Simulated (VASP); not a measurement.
# Ag (P-1) in VASP: notebook

Ag is run at these levels: HSE06, PBE; tasks: single point.

Everything below comes from runs of VASP 6.6.1. Logs are shortened: lines on timing, memory, paths and dates and some standing lists are left out, and cuts for length are marked.

## 1. The cell of the first run

The typed cell holds 1 atom: a = 2.819 Å, b = 2.883 Å, c = 2.861 Å, α = 109.89°, β = 107.88°, γ = 109.47°.

## 2. Single point, HSE06, non-collinear spin, zero start, spin-orbit coupling

Input file POSCAR:

```
Ag
1.0
   -1.6103805100      1.6535326600      1.6181576800
    1.6593070500     -1.6605473000      1.6740988600
    1.6393304800      1.6894972700     -1.6251723200
Ag
1
Direct
    0.0000000000      0.0000000000      0.0000000000
```

Input file INCAR.step1:

```
SYSTEM = Ag
PREC = Accurate
ENCUT = 400
EDIFF = 1E-5
ISMEAR = -1
SIGMA = 0.05
LREAL = .FALSE.
LASPH = .TRUE.
NELM = 200
ALGO = Normal
ISIF = 2
LWAVE = .TRUE.
LCHARG = .FALSE.
MAGMOM = 0 0 0
LORBIT = 11
LSORBIT = .TRUE.
GGA_COMPAT = .FALSE.
LORBMOM = .TRUE.
LMAXMIX = 4
GGA = PE
NBANDS = 22
KPAR = 4
```

Input file INCAR.step2:

```
SYSTEM = Ag
PREC = Accurate
ENCUT = 400
EDIFF = 1E-6
ISMEAR = -1
SIGMA = 0.05
LREAL = .FALSE.
LASPH = .TRUE.
NELM = 200
ALGO = Normal
ISIF = 2
LWAVE = .FALSE.
LCHARG = .FALSE.
MAGMOM = 0 0 0
LORBIT = 11
LSORBIT = .TRUE.
GGA_COMPAT = .FALSE.
LORBMOM = .TRUE.
LMAXMIX = 4
GGA = PE
LHFCALC = .TRUE.
HFSCREEN = 0.2079
PRECFOCK = Normal
ISTART = 1
NBANDS = 22
KPAR = 4
```

Input file KPOINTS:

```
regular mesh
0
G
  5 5 5
  0 0 0
```

Potentials or basis: VASP PAW PBE potentials, release 64 (Ag).

Run with:

```console
> cat potpaw_PBE.64/Ag/POTCAR > POTCAR
> cp INCAR.step1 INCAR
> mpirun -np 4 vasp_ncl > vasp.out
> cp INCAR.step2 INCAR
> mpirun -np 4 vasp_ncl > vasp.out
```

OUTCAR:

```text
SYSTEM = Ag
   PREC = Accurate
   ENCUT = 400
   EDIFF = 1E-6
   ISMEAR = -1
   LREAL = .FALSE.
   LASPH = .TRUE.
   NELM = 200
   ISIF = 2
   LORBIT = 11
   LSORBIT = .TRUE.
   GGA = PE
   LHFCALC = .TRUE.
   HFSCREEN = 0.2079
   PRECFOCK = Normal
   ISTART = 1

 ion  position               nearest neighbor table
   1  0.000  0.000  0.000-

  LATTYP: Found a triclinic cell.
 ALAT       =     8.1541336646
 B/A-ratio  =     0.3535977825
 C/A-ratio  =     0.5810057972
 COS(alpha) =     0.0005620897
 COS(beta)  =     0.2946861589
 COS(gamma) =     0.9417683507

  Lattice vectors:

 A1 = (   3.2896641300,  -6.6641245300,   3.3552123600)
 A2 = (   1.6593070500,  -1.6605473000,   1.6740988600)
 A3 = (  -3.3275875000,  -3.3719799000,  -0.0419119000)

Analysis of symmetry for initial positions (statically):
=====================================================================
 Subroutine PRICEL returns:
 Original cell was already a primitive cell.

 Routine SETGRP: Setting up the symmetry group for a
 triclinic supercell.

 Subroutine GETGRP returns: Found  2 space group operations
 (whereof  2 operations were pure point group operations)
 out of a pool of  2 trial point group operations.

The static configuration has the point symmetry S_2 .

Analysis of symmetry for dynamics (positions and initial velocities):
=====================================================================
 Subroutine PRICEL returns:
 Original cell was already a primitive cell.

 Routine SETGRP: Setting up the symmetry group for a
 triclinic supercell.

 Subroutine GETGRP returns: Found  2 space group operations
 (whereof  2 operations were pure point group operations)
 out of a pool of  2 trial point group operations.

The dynamic configuration has the point symmetry S_2 .

Analysis of structural, dynamic, and magnetic symmetry:
=====================================================================
 Subroutine PRICEL returns:
 Original cell was already a primitive cell.

 Routine SETGRP: Setting up the symmetry group for a
 triclinic supercell.

 Subroutine GETGRP returns: Found  2 space group operations
 (whereof  2 operations were pure point group operations)
 out of a pool of  2 trial point group operations.

The overall configuration has the point symmetry S_2 .

 Subroutine INISYM returns: Found  2 space group operations
 (whereof  2 operations are pure point group operations),
 and found     1 'primitive' translations

----------------------------------------------------------------------------------------

                                     Primitive cell

  volume of cell :      18.1471

  direct lattice vectors                    reciprocal lattice vectors
    -1.610380510  1.653532660  1.618157680    -0.007147690  0.299830639  0.304488093
     1.659307050 -1.660547300  1.674098860     0.298733347 -0.001958955  0.299299358
     1.639330480  1.689497270 -1.625172320     0.300610010  0.296518567 -0.003835617

  length of vectors
     2.818852590  2.883283582  2.860592686     0.427390337  0.422877708  0.422260998

  position of ions in fractional coordinates (direct lattice)
     0.000000000  0.000000000  0.000000000

  ion indices of the primitive-cell ions
   primitive index   ion index
                 1           1

----------------------------------------------------------------------------------------

 KPOINTS: regular mesh

Automatic generation of k-mesh.
 Grid dimensions read from file:
 generate k-points for:    5    5    5

 Generating k-lattice:

  Cartesian coordinates                     Fractional coordinates (reciprocal lattice)
    -0.001429538  0.059966128  0.060897619     0.200000000  0.000000000  0.000000000
     0.059746669 -0.000391791  0.059859872     0.000000000  0.200000000 -0.000000000
     0.060122002  0.059303713 -0.000767123    -0.000000000 -0.000000000  0.200000000

  Length of vectors
     0.085478067  0.084575542  0.084452200

  Shift w.r.t. Gamma in fractional coordinates (k-lattice)
     0.000000000  0.000000000  0.000000000

 Subroutine IBZKPT returns following result:
 ===========================================

 Found     63 irreducible k-points:

 Following reciprocal coordinates:
            Coordinates               Weight
  0.000000  0.000000  0.000000      1.000000
  0.200000  0.000000 -0.000000      2.000000
  0.400000  0.000000 -0.000000      2.000000
  0.000000  0.200000  0.000000      2.000000
  0.200000  0.200000  0.000000      2.000000
  0.400000  0.200000 -0.000000      2.000000
[... 16 lines left out ...]
 -0.200000  0.200000  0.200000      2.000000
 -0.000000  0.400000  0.200000      2.000000
 [... further k-points ...]
   k-points           NKPTS =     63   k-points in BZ     NKDIM =    125   number of bands    NBANDS=     22
   number of dos      NEDOS =    301   number of ions     NIONS =      1
   total plane-waves  NPLWV =   7200
   dimension x,y,z NGX =    18 NGY =   20 NGZ =   20
   dimension x,y,z NGXF=    36 NGYF=   40 NGZF=   40
   ions per type =               1
   NGX,Y,Z   is equivalent  to a cutoff of  10.62, 11.53, 11.62 a.u.
   NGXF,Y,Z  is equivalent  to a cutoff of  21.23, 23.06, 23.25 a.u.
 SYSTEM =  Ag
   PREC   = accura    normal or accurate (medium, high low for compatibility)
   ISTART =      1    job   : 0-new  1-cont  2-samecut
   ICHARG =      0    charge: 1-file 2-atom 10-const
   ISPIN  =      1    spin polarized calculation?
   LNONCOLLINEAR =      T non collinear calculations
   LSORBIT =      T    spin-orbit coupling
   LASPH  =      T    aspherical Exc in radial PAW
   ENCUT  =  400.0 eV  29.40 Ry    5.42 a.u.   4.60  4.70  4.66*2*pi/ulx,y,z
   NELM   =    200;   NELMIN=  2; NELMDL=  0     # of ELM steps
   EDIFF  = 0.1E-05   stopping-criterion for ELM
   LREAL  =      F    real-space projection
   EDIFFG = 0.1E-04   stopping-criterion for IOM
   NSW    =      0    number of steps for IOM
   IBRION =     -1    ionic relax: 0-MD 1-quasi-New 2-CG
   NFREE  =      0    steps in history (QN), initial steepest desc. (CG)
   ISIF   =      2    stress and relaxation
   ISYM   =      3    0-nonsym 1-usesym 2-fastsym
   POTIM  = 0.5000    time-step for ionic-motion
   TEBEG  =    0.0;   TEEND  =   0.0 temperature during run
   PSTRESS=    0.0 pullay stress
   NELECT =      11.0000    total number of electrons
   NUPDOWN=      -1.0000    fix difference up-down
   EMIN   =  10.00;   EMAX   =-10.00  energy-range for DOS
   EFERMI =   0.00;   METHOD = LEGACY
   ISMEAR =    -1;   SIGMA  =   0.05  broadening in eV -4-tet -1-fermi 0-gaus
   EFERMI_NEDOS =   21; number of points for ismear=-14 and -15
   IALGO  =     38    algorithm
   IMIX   =      1    mixing-type and parameters
     AMIX     =   0.40;   BMIX     =  1.00
     AMIX_MAG =   1.60;   BMIX_MAG =  1.00
  volume/ion in A,a.u.               =      18.15       122.46
  Fermi-wavevector in a.u.,A,eV,Ry     =   1.385489  2.618195 26.117482  1.919581
  Thomas-Fermi vector in A             =   2.509895
   LORBIT       =     11    0 simple, 1 ext, 2 COOP (PROOUT), +10 PAW based schemes
   GGA     = PE    functional components
   LHFCALC =     T    Hartree Fock is set to
   PRECFOCK=normal    Normal, Fast or Accurate (Low or Medium for compatibility)
   ENCUT4O =  -1.0   cutoff for four orbital integrals eV
   NKREDX  =     1    reduce k-point grid by
   NKREDY  =     1    reduce k-point grid by
   NKREDZ  =     1    reduce k-point grid by
   AEXX    =    0.2500 exact exchange contribution
   HFSCREEN=    0.2079 screening length (either q_TF or 0.3 A-1)
   HFSCREENC=   0.2079 screening length for correlation (either q_TF or 0.3 A-1)
   ENCUTFOCK=  -1.0 apply spherical cutoff to Coloumb kernel
   IVDW    =     0    specifies the selected vdW correction
   LEPSILON=     F    determine dielectric tensor
   LRPA    =     F    only Hartree local field effects (RPA)
  energy-cutoff  :      400.00
  volume of cell :       18.15
 maximum number of plane-waves:       678
 NGX is ok and might be reduce to    18
  NGX = 14; NGY = 16; NGZ = 14

 number of electron      11.0000004 magnetization       0.0000002     -0.0000000     -0.0000003

 number of electron      11.0000004 magnetization       0.0000000      0.0000000     -0.0000000

 Free energy of the ion-electron system (eV)
  ---------------------------------------------------
  ext. energy  EPLUGINS =         0.00000000
  ---------------------------------------------------
  free energy    TOTEN  =        -2.86957563 eV

  energy without entropy =       -2.86651625  energy(sigma->0) =       -2.86804594

 E-fermi :   7.6799     XC(G=0):  -9.6689

 val. band max:        7.6137298251   @ k =   0.4000  -0.4000   0.2000
 cond. band min:       7.8271328132   @ k =  -0.2000   0.4000   0.2000
 fundamental gap:      0.2134029881
 Fermi energy:         7.6798816947

 k-point     1 :       0.0000    0.0000    0.0000
  band No.  band energies     occupation
      1      -0.7343      1.00000
      2      -0.7343      1.00000
      3       1.1320      1.00000
      4       1.1320      1.00000
      5       1.2657      1.00000
      6       1.2657      1.00000
[... 14 lines left out ...]
     21      32.2234      0.00000
     22      32.2234      0.00000

 k-point     2 :       0.2000    0.0000   -0.0000
  band No.  band energies     occupation
      1       0.3454      1.00000
      2       0.3454      1.00000
      3       1.0812      1.00000
      4       1.0812      1.00000
      5       1.6113      1.00000
      6       1.6113      1.00000
[... 14 lines left out ...]
     21      28.8969      0.00000
     22      28.8969      0.00000
[... 523 lines left out ...]
     21      31.1002      0.00000
     22      31.1002      0.00000

 k-point    24 :      -0.0000    0.4000    0.2000
  band No.  band energies     occupation
      1       0.3924      1.00000
      2       0.3924      1.00000
      3       0.8486      1.00000
      4       0.8486      1.00000
      5       2.1809      1.00000
      6       2.1809      1.00000
[... 14 lines left out ...]
     21      31.7013      0.00000
     22      31.7013      0.00000

 [... further k-points ...]

------------------------ aborting loop because EDIFF is reached ----------------------------------------

  FORCE on cell =-STRESS in cart. coord.  units (eV):
  Direction    XX          YY          ZZ          XY          YZ          ZX
  --------------------------------------------------------------------------------------
  -------------------------------------------------------------------------------------
  Total       -0.6831223      0.6089575     -0.6912743     -0.1331561      0.0468586     -0.2290589
  in kB      -60.3116848     53.7637989    -61.0314070    -11.7561245      4.1370656    -20.2232150
  external PRESSURE =     -22.5264310 kB  Pullay stress =       0.0000000 kB

 VOLUME and BASIS-vectors are now :
 -----------------------------------------------------------------------------
  energy-cutoff  :      400.00
  volume of cell :       18.15
      direct lattice vectors                 reciprocal lattice vectors
    -1.610380510  1.653532660  1.618157680    -0.007147690  0.299830639  0.304488093
     1.659307050 -1.660547300  1.674098860     0.298733347 -0.001958955  0.299299358
     1.639330480  1.689497270 -1.625172320     0.300610010  0.296518567 -0.003835617

 POSITION                                       TOTAL-FORCE (eV/Angst)
 -----------------------------------------------------------------------------------
      0.00000      0.00000      0.00000         0.000000      0.000000      0.000000
 -----------------------------------------------------------------------------------
    total drift:                                0.000000      0.000000      0.000000

  FREE ENERGIE OF THE ION-ELECTRON SYSTEM (eV)
  ---------------------------------------------------
  free  energy   TOTEN  =        -2.8695756282 eV

  energy  without entropy=       -2.8665162484  energy(sigma->0) =       -2.86804594

 orbital moment (x)

 # of ion     p       d       tot
 ----------------------------------------
  1        -0.000  -0.000  -0.000
 ----------------------------------------
           -0.000  -0.000  -0.000

 orbital moment (y)

 # of ion     p       d       tot
 ----------------------------------------
  1         0.000  -0.000   0.000
 ----------------------------------------
            0.000  -0.000   0.000

 orbital moment (z)

 # of ion     p       d       tot
 ----------------------------------------
  1         0.000   0.000   0.000
 ----------------------------------------
            0.000   0.000   0.000

 Spin-Orbit-Coupling matrix elements

 Ion:    1  E_soc:     -0.0494086
 l=   1
     0.0000000    -0.0016006    -0.0016008
    -0.0016006     0.0000000    -0.0014811
    -0.0016008    -0.0014811     0.0000000
 l=   2
     0.0000000    -0.0013843     0.0000000    -0.0013750    -0.0052154
    -0.0013843     0.0000000    -0.0039789    -0.0013734    -0.0012369
     0.0000000    -0.0039789     0.0000000    -0.0040945     0.0000000
    -0.0013750    -0.0013734    -0.0040945     0.0000000    -0.0013633
    -0.0052154    -0.0012369     0.0000000    -0.0013633     0.0000000
 l=   3
     0.0000000     0.0000000     0.0000000     0.0000000     0.0000000     0.0000000     0.0000000
     0.0000000     0.0000000     0.0000000     0.0000000     0.0000000     0.0000000     0.0000000
     0.0000000     0.0000000     0.0000000     0.0000000     0.0000000     0.0000000     0.0000000
     0.0000000     0.0000000     0.0000000     0.0000000     0.0000000     0.0000000     0.0000000
     0.0000000     0.0000000     0.0000000     0.0000000     0.0000000     0.0000000     0.0000000
     0.0000000     0.0000000     0.0000000     0.0000000     0.0000000     0.0000000     0.0000000
     0.0000000     0.0000000     0.0000000     0.0000000     0.0000000     0.0000000     0.0000000

 total charge

# of ion       s       p       d       tot
------------------------------------------
    1        0.412   0.253   9.235   9.900

 magnetization (x)

# of ion       s       p       d       tot
------------------------------------------
    1        0.000   0.000   0.000   0.000

 magnetization (y)

# of ion       s       p       d       tot
------------------------------------------
    1        0.000   0.000  -0.000   0.000

 magnetization (z)

# of ion       s       p       d       tot
------------------------------------------
    1       -0.000  -0.000  -0.000  -0.000
```

Run time: 14 min. Hardware: 4 MPI ranks of AMD EPYC 7R13 (Zen 3), shared host; peak memory 0.25 GiB.

What came out:

- Free energy: -2.8696 eV
- Pressure: -2.3 GPa
- Net moment: 0.00 μB per cell
- Valence electrons inside the program's atomic spheres: Ag 9.90

Stress tensor (GPa, compression positive):
```
-6.03 -1.18 -2.02
-1.18  5.38  0.41
-2.02  0.41 -6.10
```

Moments on the atoms (μB; x, y, z):
```
Ag  0.00 0.00 0.00
```

Caveat: the k points lie up to 0.54 Å⁻¹ apart; the PAW data sets were made with another functional, which shifts forces and pressure a little.

## 3. Single point, PBE

Input file INCAR:

```
PREC     = Accurate       # precision mode
ENCUT    = 520            # plane-wave cutoff, eV
EDIFF    = 1E-7           # SCF threshold, eV
ISMEAR   = -1             # smearing method
SIGMA    = 0.05           # smearing width, eV
LREAL    = F              # projectors in reciprocal space
LASPH    = T              # aspherical terms in the spheres
NELM     = 100            # most SCF steps
ALGO     = Normal         # electronic algorithm
ISIF     = 2              # what is computed and relaxed
LWAVE    = F              # write WAVECAR
LCHARG   = F              # write CHGCAR
GGA      = PE             # functional
NBANDS   = 12             # bands
```

Input file KPOINTS:

```
Automatic mesh
0
Gamma
  11 11 11
```

POSCAR is that of step 2.

Potentials or basis: VASP PAW PBE potentials, release 64 (Ag).

Run with:

```console
> cat potpaw_PBE.64/Ag/POTCAR > POTCAR
> mpirun -np 1 vasp_std > vasp.out
```

It took 1.9 min on 1 thread of Intel Xeon 8259CL, shared host; peak memory 0.26 GiB.

The run converged. Its results:

```yaml
Free_energy: -2.6926 eV
Pressure: -0.8 GPa
Band_gap_on_the_k_mesh: zero (an odd number of electrons rules out a gap without spin polarisation)
```

Stress tensor (GPa, compression positive):
```
-0.91 -1.01 -1.50
-1.01 -0.57  0.32
-1.50  0.32 -0.94
```

Levels at points of the mesh, in eV from the Fermi level:
| k point | band 3 | band 4 | band 5 | band 6 | band 7 | band 8 | band 9 | band 10 |
| --- | --- | --- | --- | --- | --- | --- | --- | --- |
| (0.00, 0.00, 0.00) | -4.68 | -4.59 | -3.53 | -3.46 | 17.42 | 17.69 | 18.06 | 22.68 |

## 4. Single point, HSE06

POSCAR is that of step 3.

Input file INCAR.step1:

```
PREC = Accurate ; ENCUT = 400
EDIFF = 1E-5 ; ISMEAR = -1
SIGMA = 0.05 ; LREAL = False
LASPH = True ; NELM = 120
ALGO = Normal ; ISIF = 2
LWAVE = True ; LCHARG = False
GGA = PE ; NBANDS = 12
GGA_COMPAT = False
```

Input file INCAR.step2:

```
PREC = Accurate ; ENCUT = 400
EDIFF = 1E-6 ; ISMEAR = -1
SIGMA = 0.05 ; LREAL = False
LASPH = True ; NELM = 120
ALGO = Normal ; ISIF = 2
LWAVE = False ; LCHARG = False
GGA = PE ; LHFCALC = True
HFSCREEN = 0.2079 ; PRECFOCK = Normal
ISTART = 1 ; NBANDS = 12
GGA_COMPAT = False
```

Input file KPOINTS:

```
Automatic mesh
0
Gamma
  6 6 6
```

Run with:

```console
> cat potpaw_PBE.64/Ag/POTCAR > POTCAR
> cp INCAR.step1 INCAR
> mpirun -np 1 vasp_std > vasp.out
> cp INCAR.step2 INCAR
> mpirun -np 1 vasp_std > vasp.out
```

Wall time 43 min (1 thread of Intel Xeon Platinum 8375C at 2.90GHz (Ice Lake), shared host); peak memory 0.24 GiB.

Results (log left out):

```yaml
Free_energy: -2.7283 eV
Pressure: -0.9 GPa
Band_gap_on_the_k_mesh: zero (an odd number of electrons rules out a gap without spin polarisation)
```

Stress tensor (GPa, compression positive):
```
-0.87  2.05  2.65
 2.05 -1.02  1.04
 2.65  1.04 -0.79
```

Levels at points of the mesh, in eV from the Fermi level:
```csv
k point,band 1,band 2,band 3,band 4,band 5,band 6,band 7,band 8,band 9,band 10
"(0.00, 0.00, 0.00)",-8.27,-6.29,-6.09,-5.99,-4.90,-4.83,18.30,18.58,18.96,24.13
"(0.50, 0.00, 0.00)",-7.43,-6.83,-4.94,-4.74,-3.81,0.07,4.31,13.95,15.11,20.30
"(0.00, 0.50, 0.00)",-7.44,-6.98,-4.82,-4.64,-3.88,-0.17,4.03,13.88,15.13,20.27
"(0.50, 0.50, 0.00)",-7.44,-6.79,-4.95,-4.77,-3.77,0.21,4.46,13.83,15.11,20.18
"(0.00, 0.00, 0.50)",-7.43,-6.88,-4.92,-4.70,-3.86,-0.17,4.02,13.96,15.47,20.36
"(0.50, 0.00, 0.50)",-7.45,-6.84,-4.87,-4.77,-3.73,0.40,4.77,13.58,14.58,19.88
"(0.00, 0.50, 0.50)",-7.44,-6.86,-4.91,-4.72,-3.82,0.01,4.21,13.73,15.44,20.13
"(0.50, 0.50, 0.50)",-7.50,-7.48,-4.16,-4.07,-3.93,7.13,7.50,7.62,13.17,13.73
```

Caveat: the k points lie up to 0.45 Å⁻¹ apart, too coarse for converged energies and pressures of a metal; the PAW data sets were made with another functional, which shifts forces and pressure a little.

## 5. The runs side by side

| level | spin | k mesh | cutoff (eV) | grid for exact exchange (PRECFOCK) | share of exact exchange | screening parameter | gap on the mesh (eV) | pressure (GPa) |
| --- | --- | --- | --- | --- | --- | --- | --- | --- |
| HSE06 | non-collinear, zero start, SOC | 5 × 5 × 5 | 400 | Normal | 0.25 | 0.2079 1/Å | - | -2.3 |
| PBE | off | 11 × 11 × 11 | 520 | - | - | - | none | -0.8 |
| HSE06 | off | 6 × 6 × 6 | 400 | Normal | 0.25 | 0.2079 1/Å | none | -0.9 |

Alike in all rows: task single point; potentials or basis VASP PAW PBE potentials, release 64 (Ag); cell as given; smearing fermi-dirac 0.05 eV.

Caveats: some runs use coarse meshes; the PAW data sets were made with another functional, which shifts forces and pressure a little (at least some runs).

Total energies depend on the potentials used, so only differences within one code and one set of settings carry meaning.
